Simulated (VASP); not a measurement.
# W (I4/mmm) in VASP: further runs

Runs on W. Level: r2SCAN. Tasks: single point.

Program: VASP 6.6.1. These are calculated values, not measurements. Logs are shortened: lines on timing, memory, paths and dates and some standing lists are left out, and cuts for length are marked.

**1. The cell of the first run**

Symmetry: I4/mmm, No. 139, tetragonal system. Conventional cell: a = 3.195 Å, b = 3.195 Å, c = 3.274 Å, α = 90.00°, β = 90.00°, γ = 90.00°. W (site symmetry 4/mmm) has 14 W at 2.79 to 3.27 Å within 3.7 Å.

**2. Single point, r2SCAN (strain +0.000 along x and y, +0.025 along z)**

Input file POSCAR:

```
W
1.0
   -1.5973000000      1.5973000000      1.6372325000
    1.5973000000     -1.5973000000      1.6372325000
    1.5973000000      1.5973000000     -1.6372325000
W
1
Direct
    0.0000000000      0.0000000000      0.0000000000
```

Input file INCAR.step1:

```
SYSTEM = W
ALGO = Normal
EDIFF = 1E-4
ENCUT = 520
GGA = PE
ISMEAR = 0
LASPH = .TRUE.
LCHARG = .FALSE.
LREAL = .FALSE.
LWAVE = .TRUE.
NBANDS = 13
NELM = 80
PREC = Accurate
SIGMA = 0.15
```

Input file INCAR.step2:

```
SYSTEM = W
ALGO = Normal
EDIFF = 1E-6
ENCUT = 520
ISIF = 2
ISMEAR = 0
ISTART = 1
LASPH = .TRUE.
LCHARG = .FALSE.
LMIXTAU = .TRUE.
LREAL = .FALSE.
LWAVE = .FALSE.
METAGGA = R2SCAN
NBANDS = 13
NELM = 80
PREC = Accurate
SIGMA = 0.15
```

Input file KPOINTS:

```
k-points
0
G
  20 20 20
  0 0 0
```

Potentials or basis: VASP PAW PBE potentials, release 64 (W_sv).

The run is started by

```console
cat potpaw_PBE.64/W_sv/POTCAR > POTCAR
cp INCAR.step1 INCAR
mpirun -np 1 vasp_std > vasp.out
cp INCAR.step2 INCAR
mpirun -np 1 vasp_std > vasp.out
```

OUTCAR:

```text
SYSTEM = W
   EDIFF = 1E-6
   ENCUT = 520
   ISIF = 2
   ISMEAR = 0
   ISTART = 1
   LASPH = .TRUE.
   LREAL = .FALSE.
   METAGGA = R2SCAN
   NELM = 80
   PREC = Accurate

 ion  position               nearest neighbor table
   1  0.000  0.000  0.000-

  LATTYP: Found a body centered tetragonal cell.
 ALAT       =     3.1946000000
 C/A-ratio  =     1.0250000000

  Lattice vectors:

 A1 = (  -1.5973000000,   1.5973000000,   1.6372325000)
 A2 = (   1.5973000000,  -1.5973000000,   1.6372325000)
 A3 = (   1.5973000000,   1.5973000000,  -1.6372325000)

Analysis of symmetry for initial positions (statically):
=====================================================================
 Subroutine PRICEL returns:
 Original cell was already a primitive cell.

 Routine SETGRP: Setting up the symmetry group for a
 body centered tetragonal supercell.

 Subroutine GETGRP returns: Found 16 space group operations
 (whereof 16 operations were pure point group operations)
 out of a pool of 16 trial point group operations.

The static configuration has the point symmetry D_4h.

Analysis of symmetry for dynamics (positions and initial velocities):
=====================================================================
 Subroutine PRICEL returns:
 Original cell was already a primitive cell.

 Routine SETGRP: Setting up the symmetry group for a
 body centered tetragonal supercell.

 Subroutine GETGRP returns: Found 16 space group operations
 (whereof 16 operations were pure point group operations)
 out of a pool of 16 trial point group operations.

The dynamic configuration has the point symmetry D_4h.

 Subroutine INISYM returns: Found 16 space group operations
 (whereof 16 operations are pure point group operations),
 and found     1 'primitive' translations

----------------------------------------------------------------------------------------

                                     Primitive cell

  volume of cell :      16.7087

  direct lattice vectors                    reciprocal lattice vectors
    -1.597300000  1.597300000  1.637232500     0.000000000  0.313028235  0.305393400
     1.597300000 -1.597300000  1.637232500     0.313028235  0.000000000  0.305393400
     1.597300000  1.597300000 -1.637232500     0.313028235  0.313028235  0.000000000

  length of vectors
     2.789850326  2.789850326  2.789850326     0.437323456  0.437323456  0.442688776

  position of ions in fractional coordinates (direct lattice)
     0.000000000  0.000000000  0.000000000

  ion indices of the primitive-cell ions
   primitive index   ion index
                 1           1

----------------------------------------------------------------------------------------

 KPOINTS: k-points

Automatic generation of k-mesh.
 Grid dimensions read from file:
 generate k-points for:   20   20   20

 Generating k-lattice:

  Cartesian coordinates                     Fractional coordinates (reciprocal lattice)
     0.000000000  0.015651412  0.015269670     0.050000000  0.000000000 -0.000000000
     0.015651412  0.000000000  0.015269670     0.000000000  0.050000000 -0.000000000
     0.015651412  0.015651412  0.000000000     0.000000000  0.000000000  0.050000000

  Length of vectors
     0.021866173  0.021866173  0.022134439

  Shift w.r.t. Gamma in fractional coordinates (k-lattice)
     0.000000000  0.000000000  0.000000000

 Subroutine IBZKPT returns following result:
 ===========================================

 Found    641 irreducible k-points:

 Following reciprocal coordinates:
            Coordinates               Weight
  0.000000  0.000000  0.000000      1.000000
  0.050000 -0.000000  0.000000      8.000000
  0.100000 -0.000000  0.000000      8.000000
  0.150000  0.000000  0.000000      8.000000
  0.200000 -0.000000  0.000000      8.000000
  0.250000  0.000000  0.000000      8.000000
[... 16 lines left out ...]
 -0.400000  0.050000  0.000000     16.000000
 -0.350000  0.050000 -0.000000     16.000000
 [... further k-points ...]
   k-points           NKPTS =    641   k-points in BZ     NKDIM =    641   number of bands    NBANDS=     13
   number of dos      NEDOS =    301   number of ions     NIONS =      1
   total plane-waves  NPLWV =  13824
   dimension x,y,z NGX =    24 NGY =   24 NGZ =   24
   dimension x,y,z NGXF=    48 NGYF=   48 NGZF=   48
   ions per type =               1
   NGX,Y,Z   is equivalent  to a cutoff of  14.30, 14.30, 14.30 a.u.
   NGXF,Y,Z  is equivalent  to a cutoff of  28.60, 28.60, 28.60 a.u.
 SYSTEM =  W
   PREC   = accura    normal or accurate (medium, high low for compatibility)
   ISTART =      1    job   : 0-new  1-cont  2-samecut
   ICHARG =      0    charge: 1-file 2-atom 10-const
   ISPIN  =      1    spin polarized calculation?
   LNONCOLLINEAR =      F non collinear calculations
   LSORBIT =      F    spin-orbit coupling
   LASPH  =      T    aspherical Exc in radial PAW
   ENCUT  =  520.0 eV  38.22 Ry    6.18 a.u.   5.19  5.19  5.19*2*pi/ulx,y,z
   NELM   =     80;   NELMIN=  2; NELMDL=  0     # of ELM steps
   EDIFF  = 0.1E-05   stopping-criterion for ELM
   LREAL  =      F    real-space projection
   EDIFFG = 0.1E-04   stopping-criterion for IOM
   NSW    =      0    number of steps for IOM
   IBRION =     -1    ionic relax: 0-MD 1-quasi-New 2-CG
   NFREE  =      0    steps in history (QN), initial steepest desc. (CG)
   ISIF   =      2    stress and relaxation
   ISYM   =      2    0-nonsym 1-usesym 2-fastsym
   POTIM  = 0.5000    time-step for ionic-motion
   TEBEG  =    0.0;   TEEND  =   0.0 temperature during run
   PSTRESS=    0.0 pullay stress
   NELECT =      14.0000    total number of electrons
   NUPDOWN=      -1.0000    fix difference up-down
   EMIN   =  10.00;   EMAX   =-10.00  energy-range for DOS
   EFERMI =   0.00;   METHOD = LEGACY
   ISMEAR =     0;   SIGMA  =   0.15  broadening in eV -4-tet -1-fermi 0-gaus
   EFERMI_NEDOS =   21; number of points for ismear=-14 and -15
   IALGO  =     38    algorithm
   IMIX   =      4    mixing-type and parameters
     AMIX     =   0.40;   BMIX     =  1.00
     AMIX_MAG =   1.60;   BMIX_MAG =  1.00
  volume/ion in A,a.u.               =      16.71       112.76
  Fermi-wavevector in a.u.,A,eV,Ry     =   1.543369  2.916544 32.408906  2.381987
  Thomas-Fermi vector in A             =   2.649041
   LORBIT       =      0    0 simple, 1 ext, 2 COOP (PROOUT), +10 PAW based schemes
   METAGGA = R2SCAN    functional components
   LHFCALC =     F    Hartree Fock is set to
   AEXX    =    0.0000 exact exchange contribution
   IVDW    =     0    specifies the selected vdW correction
   LEPSILON=     F    determine dielectric tensor
   LRPA    =     F    only Hartree local field effects (RPA)
 non-spin polarized calculation
 Gauss-broadening in eV      SIGMA  =   0.15
  energy-cutoff  :      520.00
  volume of cell :       16.71
 maximum number of plane-waves:       474
 NGX is ok and might be reduce to    24
   NGX = 11   NGY = 11   NGZ = 11

 number of electron      13.9999999 magnetization

 Free energy of the ion-electron system (eV)
  ---------------------------------------------------
  ext. energy  EPLUGINS =         0.00000000
  ---------------------------------------------------
  free energy    TOTEN  =       -51.31967062 eV

  energy without entropy =      -51.31597403  energy(sigma->0) =      -51.31782232

 E-fermi :  10.5826     XC(G=0): -14.6217

 val. band max:       10.5801398203   @ k =  -0.2500   0.3500   0.1500
 cond. band min:      10.5906160795   @ k =  -0.2500   0.3500   0.2500
 fundamental gap:      0.0104762592
 Fermi energy:        10.5825903136

 k-point     1 :       0.0000    0.0000    0.0000
  band No.  band energies     occupation
      1     -65.6496      2.00000
      2     -28.5915      2.00000
      3     -28.5817      2.00000
      4     -28.5817      2.00000
      5       0.7139      2.00000
      6       9.2425      2.00000
      7       9.2425      2.00000
      8       9.5656      2.00000
      9      12.7631      0.00000
     10      13.1881      0.00000
     11      25.3633      0.00000
     12      25.8529      0.00000
     13      25.8529      0.00000

 k-point     2 :       0.0500   -0.0000    0.0000
  band No.  band energies     occupation
      1     -65.6468      2.00000
      2     -28.6177      2.00000
      3     -28.5910      2.00000
      4     -28.5859      2.00000
      5       0.8321      2.00000
      6       9.2290      2.00000
      7       9.2437      2.00000
      8       9.6065      2.00000
      9      12.6752      0.00000
     10      13.1566      0.00000
     11      25.5464      0.00000
     12      26.0433      0.00000
     13      26.0534      0.00000

 k-point     3 :       0.1000   -0.0000    0.0000
  band No.  band energies     occupation
      1     -65.6384      2.00000
      2     -28.7046      2.00000
      3     -28.6179      2.00000
      4     -28.5864      2.00000
      5       1.1771      2.00000
      6       9.1087      2.00000
      7       9.1723      2.00000
      8       9.8784      2.00000
      9      12.4427      0.00000
     10      13.1125      0.00000
     11      25.9069      0.00000
     12      26.6405      0.00000
     13      26.6489      0.00000
[... 305 lines left out ...]
 k-point    23 :      -0.4000    0.0500    0.0000
  band No.  band energies     occupation
      1     -65.5470      2.00000
      2     -29.5801      2.00000
      3     -28.9031      2.00000
      4     -28.5988      2.00000
      5       4.3262      2.00000
      6       7.4412      2.00000
      7       9.3031      2.00000
      8      12.5179      0.00000
      9      13.6384      0.00000
     10      14.8721      0.00000
     11      23.1798      0.00000
     12      23.6873      0.00000
     13      29.8520      0.00000

 k-point    24 :      -0.3500    0.0500   -0.0000
  band No.  band energies     occupation
      1     -65.5619      2.00000
      2     -29.4444      2.00000
      3     -28.8553      2.00000
      4     -28.5991      2.00000
      5       4.0611      2.00000
      6       7.6818      2.00000
      7       8.7642      2.00000
      8      12.3309      0.00000
      9      13.4943      0.00000
     10      13.7719      0.00000
     11      24.4708      0.00000
     12      24.7351      0.00000
     13      31.4894      0.00000

 [... further k-points ...]

------------------------ aborting loop because EDIFF is reached ----------------------------------------

  FORCE on cell =-STRESS in cart. coord.  units (eV):
  Direction    XX          YY          ZZ          XY          YZ          ZX
  --------------------------------------------------------------------------------------
  -------------------------------------------------------------------------------------
  Total       -1.0935385     -1.0935385     -1.9193964      0.0000000      0.0000000     -0.0000000
  in kB     -104.8579395   -104.8579395   -184.0483532      0.0000000      0.0000000     -0.0000000
  external PRESSURE =    -131.2547441 kB  Pullay stress =       0.0000000 kB

 VOLUME and BASIS-vectors are now :
 -----------------------------------------------------------------------------
  energy-cutoff  :      520.00
  volume of cell :       16.71
      direct lattice vectors                 reciprocal lattice vectors
    -1.597300000  1.597300000  1.637232500     0.000000000  0.313028235  0.305393400
     1.597300000 -1.597300000  1.637232500     0.313028235  0.000000000  0.305393400
     1.597300000  1.597300000 -1.637232500     0.313028235  0.313028235  0.000000000

 POSITION                                       TOTAL-FORCE (eV/Angst)
 -----------------------------------------------------------------------------------
      0.00000      0.00000      0.00000         0.000000      0.000000      0.000000
 -----------------------------------------------------------------------------------
    total drift:                                0.000000      0.000000     -0.000000

  FREE ENERGIE OF THE ION-ELECTRON SYSTEM (eV)
  ---------------------------------------------------
  free  energy   TOTEN  =       -51.3196706221 eV

  energy  without entropy=      -51.3159740278  energy(sigma->0) =      -51.31782232
```

Wall time 5.1 min (1 thread of Intel Xeon Platinum 8259CL at 2.50GHz (Skylake/Cascade Lake), shared host); peak memory 0.26 GiB.

What came out:

```yaml
Free_energy: -51.3197 eV
Pressure: -13.1 GPa
Band_gap_on_the_k_mesh: zero (bands 7 and 8 overlap by 5.91 eV)
```

Stress tensor (GPa, compression positive):
```
-10.49   0.00   0.00
  0.00 -10.49   0.00
  0.00   0.00 -18.40
```

Caveat: the cell differs from its parent crystal (strain +0.000 along x and y, +0.025 along z); the stress differs along the axes, from -18 to -10 GPa; the PAW data sets were made with another functional, which shifts forces and pressure a little; spin-orbit coupling is left out, which moves the levels of the heavy elements.

**3. Single point, r2SCAN (strain +0.025 along x and y, -0.025 along z)**

Input file POSCAR:

```
W
1.0
   -1.6372325000      1.6372325000      1.5573675000
    1.6372325000     -1.6372325000      1.5573675000
    1.6372325000      1.6372325000     -1.5573675000
W
1
Direct
    0.0000000000      0.0000000000      0.0000000000
```

Input file INCAR.step1:

```
SYSTEM = W
  PREC = Accurate
  ENCUT = 520
  ISMEAR = 0
  SIGMA = 0.15
  LREAL = .FALSE.
  LASPH = .TRUE.
  NELM = 100
  NBANDS = 13
  GGA = PE
  ALGO = Normal
  EDIFF = 1E-4
  LWAVE = .TRUE.
  LCHARG = .FALSE.
```

Input file INCAR.step2:

```
SYSTEM = W
  PREC = Accurate
  ENCUT = 520
  EDIFF = 1E-6
  ISMEAR = 0
  SIGMA = 0.15
  LREAL = .FALSE.
  LASPH = .TRUE.
  NELM = 100
  ALGO = Normal
  ISIF = 2
  LWAVE = .FALSE.
  LCHARG = .TRUE.
  METAGGA = R2SCAN
  LMIXTAU = .TRUE.
  LELF = .TRUE.
  LVHAR = .TRUE.
  NBANDS = 13
  ISTART = 1
```

Input file KPOINTS:

```
regular mesh
0
G
  20 20 20
  0 0 0
```

Potentials or basis: VASP PAW PBE potentials, release 64 (W_sv).

The run is started by

```console
cat potpaw_PBE.64/W_sv/POTCAR > POTCAR
cp INCAR.step1 INCAR
mpirun -np 1 vasp_std > vasp.out
cp INCAR.step2 INCAR
mpirun -np 1 vasp_std > vasp.out
```

Wall time 5.1 min (1 thread of Intel Xeon Platinum 8259CL at 2.50GHz (Skylake/Cascade Lake), shared host); peak memory 0.25 GiB.

Results (log left out):

```yaml
Free_energy: -51.2987 eV
Pressure: -12.7 GPa
Band_gap_on_the_k_mesh: zero (bands 7 and 8 overlap by 6.07 eV)
```

Stress tensor (GPa, compression positive):
```
-18.19   0.00   0.00
  0.00 -18.19   0.00
  0.00   0.00  -1.67
```

Levels at points of the mesh, in eV from the Fermi level:
| k point | band 4 | band 5 | band 6 | band 7 | band 8 | band 9 | band 10 | band 11 |
| --- | --- | --- | --- | --- | --- | --- | --- | --- |
| (0.00, 0.00, 0.00) | -39.13 | -9.86 | -1.66 | -0.97 | -0.97 | 1.93 | 2.84 | 14.80 |
| (0.50, 0.00, 0.00) | -39.17 | -6.23 | -3.74 | 0.48 | 2.33 | 3.55 | 5.86 | 10.92 |
| (0.50, 0.50, 0.00) | -39.14 | -6.27 | -3.04 | 0.07 | 1.64 | 2.94 | 5.76 | 10.52 |
| (0.50, 0.50, 0.50) | -39.87 | -5.68 | -5.56 | 4.88 | 4.88 | 5.06 | 7.62 | 7.62 |

Caveat: the cell differs from its parent crystal (strain +0.025 along x and y, -0.025 along z); the stress differs along the axes, from -18 to -2 GPa; the PAW data sets were made with another functional, which shifts forces and pressure a little; spin-orbit coupling is left out, which moves the levels of the heavy elements.

(Part 1 of 2 ends here.)
